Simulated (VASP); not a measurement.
# MgO in VASP: further runs

MgO is run at these levels: PBE; tasks: single point.

All numbers are computed with VASP 6.6.1; they aren't measurements. Logs are shortened: lines on timing, memory, paths and dates and some standing lists are left out, and cuts for length are marked.

## Step 1: The cell of the first run

The structure is tetragonal, space group I4/mmm (No. 139). The conventional cell has a = 2.973 Å, b = 2.973 Å, c = 4.288 Å, α = 90.00°, β = 90.00°, γ = 90.00°. Within 2.8 Å of Mg (site symmetry 4/mmm) lie 6 O at 2.10 to 2.14 Å. O (site symmetry 4/mmm) has 6 Mg at 2.10 to 2.14 Å within 2.8 Å.

## Step 2: Single point, PBE (uniaxial z strain +2.0%)

Contents of INCAR:

```
PREC     = Accurate       # precision mode
ENCUT    = 520            # plane-wave cutoff, eV
EDIFF    = 1E-6           # SCF threshold, eV
ISMEAR   = 0              # smearing method
SIGMA    = 0.01           # smearing width, eV
LREAL    = False          # projectors in reciprocal space
LASPH    = True           # aspherical terms in the spheres
NELM     = 80             # most SCF steps
ALGO     = Normal         # electronic algorithm
ISIF     = 2              # what is computed and relaxed
LWAVE    = False          # write WAVECAR
LCHARG   = True           # write CHGCAR
GGA      = PE             # functional
LELF     = True           # ELF
LVHAR    = True         
NBANDS   = 11             # bands
```

Contents of KPOINTS:

```
regular mesh
0
Gamma
  6 6 6
```

Contents of POSCAR:

```
MgO
1.0
    0.0000000000      2.1021674155      2.1442107638
    2.1021674155      0.0000000000      2.1442107638
    2.1021674155      2.1021674155      0.0000000000
Mg O
1 1
Direct
    0.0000000000      0.0000000000      0.0000000000
    0.5000000000      0.5000000000      0.5000000000
```

Potentials or basis: VASP PAW PBE potentials, release 64 (Mg, O).

On the command line:

```
cat potpaw_PBE.64/Mg/POTCAR potpaw_PBE.64/O/POTCAR > POTCAR
mpirun -np 1 vasp_std > vasp.out
```

OUTCAR:

```text
PREC = Accurate
   ENCUT = 520
   EDIFF = 1E-6
   ISMEAR = 0
   LREAL = False
   LASPH = True
   NELM = 80
   ISIF = 2
   GGA = PE

 ion  position               nearest neighbor table
   1  0.000  0.000  0.000-   2 2.10   2 2.10   2 2.10   2 2.10   2 2.14   2 2.14
   2  0.500  0.500  0.500-   1 2.10   1 2.10   1 2.10   1 2.10   1 2.14   1 2.14

  LATTYP: Found a body centered tetragonal cell.
 ALAT       =     2.9729136694
 C/A-ratio  =     1.4424978336

  Lattice vectors:

 A1 = (  -2.1021674155,   0.0000000000,   2.1442107638)
 A2 = (   2.1021674155,   0.0000000000,   2.1442107638)
 A3 = (   0.0000000000,   2.1021674155,  -2.1442107638)

Analysis of symmetry for initial positions (statically):
=====================================================================
 Subroutine PRICEL returns:
 Original cell was already a primitive cell.

 Routine SETGRP: Setting up the symmetry group for a
 body centered tetragonal supercell.

 Subroutine GETGRP returns: Found 16 space group operations
 (whereof 16 operations were pure point group operations)
 out of a pool of 16 trial point group operations.

The static configuration has the point symmetry D_4h.

Analysis of symmetry for dynamics (positions and initial velocities):
=====================================================================
 Subroutine PRICEL returns:
 Original cell was already a primitive cell.

 Routine SETGRP: Setting up the symmetry group for a
 body centered tetragonal supercell.

 Subroutine GETGRP returns: Found 16 space group operations
 (whereof 16 operations were pure point group operations)
 out of a pool of 16 trial point group operations.

The dynamic configuration has the point symmetry D_4h.

 Subroutine INISYM returns: Found 16 space group operations
 (whereof 16 operations are pure point group operations),
 and found     1 'primitive' translations

----------------------------------------------------------------------------------------

                                     Primitive cell

  volume of cell :      18.9510

  direct lattice vectors                    reciprocal lattice vectors
     0.000000000  2.102167415  2.144210764    -0.237849753  0.237849753  0.233186032
     2.102167415  0.000000000  2.144210764     0.237849753 -0.237849753  0.233186032
     2.102167415  2.102167415  0.000000000     0.237849753  0.237849753 -0.233186032

  length of vectors
     3.002789976  3.002789976  2.972913669     0.409292970  0.409292970  0.409292970

  position of ions in fractional coordinates (direct lattice)
     0.000000000  0.000000000  0.000000000
     0.500000000  0.500000000  0.500000000

  ion indices of the primitive-cell ions
   primitive index   ion index
                 1           1
                 2           2

----------------------------------------------------------------------------------------

 KPOINTS: regular mesh

Automatic generation of k-mesh.
 Grid dimensions read from file:
 generate k-points for:    6    6    6

 Generating k-lattice:

  Cartesian coordinates                     Fractional coordinates (reciprocal lattice)
    -0.039641625  0.039641625  0.038864339     0.166666667  0.000000000  0.000000000
     0.039641625 -0.039641625  0.038864339     0.000000000  0.166666667  0.000000000
     0.039641625  0.039641625 -0.038864339    -0.000000000 -0.000000000  0.166666667

  Length of vectors
     0.068215495  0.068215495  0.068215495

  Shift w.r.t. Gamma in fractional coordinates (k-lattice)
     0.000000000  0.000000000  0.000000000

 Subroutine IBZKPT returns following result:
 ===========================================

 Found     30 irreducible k-points:

 Following reciprocal coordinates:
            Coordinates               Weight
  0.000000  0.000000  0.000000      1.000000
  0.166667  0.000000  0.000000      8.000000
  0.333333  0.000000  0.000000      8.000000
  0.500000 -0.000000  0.000000      4.000000
  0.166667  0.166667  0.000000      2.000000
  0.333333  0.166667  0.000000      8.000000
[... 16 lines left out ...]
  0.333333  0.000000  0.333333      4.000000
  0.500000  0.000000  0.333333     16.000000
 [... further k-points ...]
   k-points           NKPTS =     30   k-points in BZ     NKDIM =     30   number of bands    NBANDS=     11
   number of dos      NEDOS =    301   number of ions     NIONS =      2
   total plane-waves  NPLWV =  13824
   dimension x,y,z NGX =    24 NGY =   24 NGZ =   24
   dimension x,y,z NGXF=    48 NGYF=   48 NGZF=   48
   ions per type =               1   1
   NGX,Y,Z   is equivalent  to a cutoff of  13.29, 13.29, 13.42 a.u.
   NGXF,Y,Z  is equivalent  to a cutoff of  26.57, 26.57, 26.84 a.u.
 SYSTEM =  unknown system
   PREC   = accura    normal or accurate (medium, high low for compatibility)
   ISTART =      0    job   : 0-new  1-cont  2-samecut
   ICHARG =      2    charge: 1-file 2-atom 10-const
   ISPIN  =      1    spin polarized calculation?
   LNONCOLLINEAR =      F non collinear calculations
   LSORBIT =      F    spin-orbit coupling
   LASPH  =      T    aspherical Exc in radial PAW
   ENCUT  =  520.0 eV  38.22 Ry    6.18 a.u.   5.58  5.58  5.53*2*pi/ulx,y,z
   NELM   =     80;   NELMIN=  2; NELMDL= -5     # of ELM steps
   EDIFF  = 0.1E-05   stopping-criterion for ELM
   LREAL  =      F    real-space projection
   EDIFFG = 0.1E-04   stopping-criterion for IOM
   NSW    =      0    number of steps for IOM
   IBRION =     -1    ionic relax: 0-MD 1-quasi-New 2-CG
   NFREE  =      0    steps in history (QN), initial steepest desc. (CG)
   ISIF   =      2    stress and relaxation
   ISYM   =      2    0-nonsym 1-usesym 2-fastsym
   POTIM  = 0.5000    time-step for ionic-motion
   TEBEG  =    0.0;   TEEND  =   0.0 temperature during run
   PSTRESS=    0.0 pullay stress
   NELECT =       8.0000    total number of electrons
   NUPDOWN=      -1.0000    fix difference up-down
   EMIN   =  10.00;   EMAX   =-10.00  energy-range for DOS
   EFERMI =   0.00;   METHOD = LEGACY
   ISMEAR =     0;   SIGMA  =   0.01  broadening in eV -4-tet -1-fermi 0-gaus
   EFERMI_NEDOS =   21; number of points for ismear=-14 and -15
   IALGO  =     38    algorithm
   IMIX   =      4    mixing-type and parameters
     AMIX     =   0.40;   BMIX     =  1.00
     AMIX_MAG =   1.60;   BMIX_MAG =  1.00
  volume/ion in A,a.u.               =       9.48        63.94
  Fermi-wavevector in a.u.,A,eV,Ry     =   1.228082  2.320739 20.520118  1.508186
  Thomas-Fermi vector in A             =   2.363021
   LORBIT       =      0    0 simple, 1 ext, 2 COOP (PROOUT), +10 PAW based schemes
   GGA     = PE    functional components
   LHFCALC =     F    Hartree Fock is set to
   AEXX    =    0.0000 exact exchange contribution
   IVDW    =     0    specifies the selected vdW correction
   LEPSILON=     F    determine dielectric tensor
   LRPA    =     F    only Hartree local field effects (RPA)
 non-spin polarized calculation
 Gauss-broadening in eV      SIGMA  =   0.01
  energy-cutoff  :      520.00
  volume of cell :       18.95
 maximum number of plane-waves:       531
 NGX is ok and might be reduce to    24
   NGX = 11   NGY = 11   NGZ = 11

 number of electron       8.0000004 magnetization

 Free energy of the ion-electron system (eV)
  ---------------------------------------------------
  ext. energy  EPLUGINS =         0.00000000
  ---------------------------------------------------
  free energy    TOTEN  =       -11.90724051 eV

  energy without entropy =      -11.90724051  energy(sigma->0) =      -11.90724051

 E-fermi :   3.2352     XC(G=0): -11.0103

 val. band max:        3.1082985794   @ k =   0.0000   0.0000   0.0000
 cond. band min:       7.6664575389   @ k =   0.0000   0.0000   0.0000
 fundamental gap:      4.5581589595
 Fermi energy:         3.2351545829

 k-point     1 :       0.0000    0.0000    0.0000
  band No.  band energies     occupation
      1     -14.1108      2.00000
      2       3.0663      2.00000
      3       3.0663      2.00000
      4       3.1083      2.00000
      5       7.6665      0.00000
      6      18.6653      0.00000
      7      18.8726      0.00000
      8      18.8726      0.00000
      9      22.6837      0.00000
     10      24.1235      0.00000
     11      24.7585      0.00000

 k-point     2 :       0.1667    0.0000    0.0000
  band No.  band energies     occupation
      1     -13.8349      2.00000
      2       1.5816      2.00000
      3       2.9060      2.00000
      4       2.9148      2.00000
      5       9.0915      0.00000
      6      16.4745      0.00000
      7      19.2621      0.00000
      8      19.4528      0.00000
      9      22.8937      0.00000
     10      23.3621      0.00000
     11      25.1632      0.00000

 k-point     3 :       0.3333    0.0000    0.0000
  band No.  band energies     occupation
      1     -13.2162      2.00000
      2      -0.5451      2.00000
      3       2.5792      2.00000
      4       2.6051      2.00000
      5      10.6315      0.00000
      6      15.2784      0.00000
      7      19.3279      0.00000
      8      19.7230      0.00000
      9      23.7150      0.00000
     10      23.9144      0.00000
     11      24.3170      0.00000

 k-point     4 :       0.5000   -0.0000    0.0000
  band No.  band energies     occupation
      1     -12.8619      2.00000
      2      -1.4734      2.00000
      3       2.4218      2.00000
      4       2.4632      2.00000
      5      10.8842      0.00000
      6      15.5215      0.00000
      7      19.0350      0.00000
      8      19.4680      0.00000
      9      23.7528      0.00000
     10      25.3356      0.00000
     11      25.4854      0.00000
[... 239 lines left out ...]
 k-point    22 :      -0.3333    0.5000    0.1667
  band No.  band energies     occupation
      1     -12.5917      2.00000
      2      -0.4565      2.00000
      3       0.9184      2.00000
      4       1.4416      2.00000
      5      13.7073      0.00000
      6      14.3688      0.00000
      7      15.2816      0.00000
      8      19.4650      0.00000
      9      23.2402      0.00000
     10      27.5996      0.00000
     11      28.9365      0.00000

 k-point    23 :       0.3333    0.0000    0.3333
  band No.  band energies     occupation
      1     -12.9834      2.00000
      2      -0.3073      2.00000
      3       1.9666      2.00000
      4       2.0756      2.00000
      5      12.2145      0.00000
      6      13.0378      0.00000
      7      16.9064      0.00000
      8      20.9080      0.00000
      9      21.1869      0.00000
     10      27.5163      0.00000
     11      29.8868      0.00000

 k-point    24 :       0.5000    0.0000    0.3333
  band No.  band energies     occupation
      1     -12.6664      2.00000
      2      -0.6358      2.00000
      3       1.2017      2.00000
      4       1.8923      2.00000
      5      12.7504      0.00000
      6      13.7168      0.00000
      7      15.9701      0.00000
      8      21.0371      0.00000
      9      21.3853      0.00000
     10      28.6639      0.00000
     11      29.5376      0.00000

 [... further k-points ...]
[... 5 lines left out ...]
  --------------------------------------------------------------------------------------
  -------------------------------------------------------------------------------------
  Total        0.3519543      0.3519543     -0.0907487      0.0000000      0.0000000     -0.0000000
  in kB       29.7553349     29.7553349     -7.6721808      0.0000000      0.0000000     -0.0000000
  external PRESSURE =      17.2794963 kB  Pullay stress =       0.0000000 kB

 VOLUME and BASIS-vectors are now :
 -----------------------------------------------------------------------------
  energy-cutoff  :      520.00
  volume of cell :       18.95
      direct lattice vectors                 reciprocal lattice vectors
     0.000000000  2.102167415  2.144210764    -0.237849753  0.237849753  0.233186032
     2.102167415  0.000000000  2.144210764     0.237849753 -0.237849753  0.233186032
     2.102167415  2.102167415  0.000000000     0.237849753  0.237849753 -0.233186032

 POSITION                                       TOTAL-FORCE (eV/Angst)
 -----------------------------------------------------------------------------------
      0.00000      0.00000      0.00000         0.000000     -0.000000      0.000000
      2.10217      2.10217      2.14421         0.000000      0.000000     -0.000000
 -----------------------------------------------------------------------------------
    total drift:                               -0.000000     -0.000000      0.000000

  FREE ENERGIE OF THE ION-ELECTRON SYSTEM (eV)
  ---------------------------------------------------
  free  energy   TOTEN  =       -11.9072405078 eV

  energy  without entropy=      -11.9072405078  energy(sigma->0) =      -11.90724051
```

Wall time 6.3 s (1 thread of Intel Xeon 6975P-C, shared host); peak memory 0.14 GiB.

What came out:

* Free energy: -11.9072 eV
* Pressure: 1.7 GPa
* Band gap on the k mesh: 4.56 eV, direct

Stress tensor (GPa, compression positive):
```
 2.98  0.00  0.00
 0.00  2.98  0.00
 0.00  0.00 -0.77
```

Levels at points of the mesh, in eV from the valence-band top:
```csv
k point,band 2,band 3,band 4,band 5,band 6,band 7
"(0.00, 0.00, 0.00)",-0.04,-0.04,0.00,4.56,15.56,15.76
"(0.50, 0.00, 0.00)",-4.58,-0.69,-0.65,7.78,12.41,15.93
"(0.50, 0.50, 0.00)",-4.10,-1.30,-1.30,9.21,9.81,12.75
"(0.50, 0.00, 0.50)",-4.03,-1.45,-1.32,9.01,9.78,13.01
```

Caveat: the k points lie up to 0.43 Å⁻¹ apart; the cell differs from its parent crystal (uniaxial z strain +2.0%).

(Continued in part 2 of 3.)
